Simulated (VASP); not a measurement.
Here is a VASP 6.6.1 calculation.

Contents of POSCAR:

```
CdSb2C
1.0
   -3.0722058073      3.0722058073      5.1483789906
    3.0722058073     -3.0722058073      5.1483789906
    3.0722058073      3.0722058073     -5.1483789906
Cd Sb C
2 4 2
Direct
    0.0000000000      0.0000000000      0.0000000000
    0.7500000000      0.2500000000      0.5000000000
    0.3750000000      0.4524834669      0.5774834669
    0.2024834669      0.6250000000      0.0774834669
    0.8750000000      0.7975165331      0.4225165331
    0.5475165331      0.1250000000     -0.0774834669
    0.5000000000      0.5000000000      0.0000000000
    0.2500000000      0.7500000000      0.5000000000
```

INCAR.step1

```
SYSTEM = CdSb2C
PREC = Accurate
ENCUT = 660
ISMEAR = -1
SIGMA = 0.02
LREAL = .False.
LASPH = .True.
NELM = 120
GGA = PE
ALGO = Normal
EDIFF = 1E-5
LWAVE = .True.
LCHARG = .False.
GGA_COMPAT = .False.
IBRION = 2
ISIF = 3
EDIFFG = -0.005
NELMIN = 4
NSW = 100
KPAR = 4
```

Contents of INCAR.step2:

```
SYSTEM = CdSb2C
PREC = Accurate
ENCUT = 660
EDIFF = 1E-7
ISMEAR = -1
SIGMA = 0.02
LREAL = .False.
LASPH = .True.
NELM = 120
ALGO = Normal
ISIF = 3
LWAVE = .False.
LCHARG = .False.
METAGGA = R2SCAN
LMIXTAU = .True.
IBRION = 2
NSW = 80
EDIFFG = -0.005
ISTART = 1
GGA_COMPAT = .False.
NELMIN = 4
KPAR = 4
```

The input KPOINTS:

```
regular mesh
0
Gamma
  6 6 6
  0 0 0
```

Potentials or basis: VASP PAW PBE potentials, release 64 (Cd, Sb, C).

Run with:

```console
$ cat potpaw_PBE.64/Cd/POTCAR potpaw_PBE.64/Sb/POTCAR potpaw_PBE.64/C/POTCAR > POTCAR
$ cp INCAR.step1 INCAR
$ mpirun -np 4 vasp_std > vasp.out
$ cp INCAR.step2 INCAR
$ mpirun -np 4 vasp_std > vasp.out
```

Q: Predict the relaxed volume.

A: 23.80 Å³/atom.

Q: What does it give for the relaxed cell?

A: a = 6.702 Å, b = 6.702 Å, c = 6.702 Å, α = 125.98°, β = 125.98°, γ = 79.92°.

Q: Estimate the band gap on the k mesh.

A: 0.17 eV, direct.

The path:
| step | energy change (eV) | largest force (eV/Å) | pressure (GPa) | volume (Å³) |
| --- | --- | --- | --- | --- |
| 1 | 0.0000 | 0.0695 | -1.37 | 194.37 |
| 2 | -0.0152 | 0.0890 | 0.65 | 188.60 |
| 3 | -0.0184 | 0.0832 | 0.04 | 190.26 |
| 4 | -0.0194 | 0.0418 | 0.03 | 190.24 |
| 5 | -0.0198 | 0.0003 | 0.02 | 190.23 |
| 6 | -0.0198 | 0.0029 | 0.02 | 190.23 |
| 7 | -0.0198 | 0.0024 | -0.01 | 190.30 |
| 8 | -0.0199 | 0.0013 | -0.06 | 190.51 |
| 9 | -0.0200 | 0.0004 | -0.03 | 190.43 |
| 10 | -0.0200 | 0.0013 | -0.02 | 190.39 |

Caveat: the PAW data sets were made with another functional, which shifts forces and pressure a little; spin-orbit coupling is left out, which moves the levels of the heavy elements.
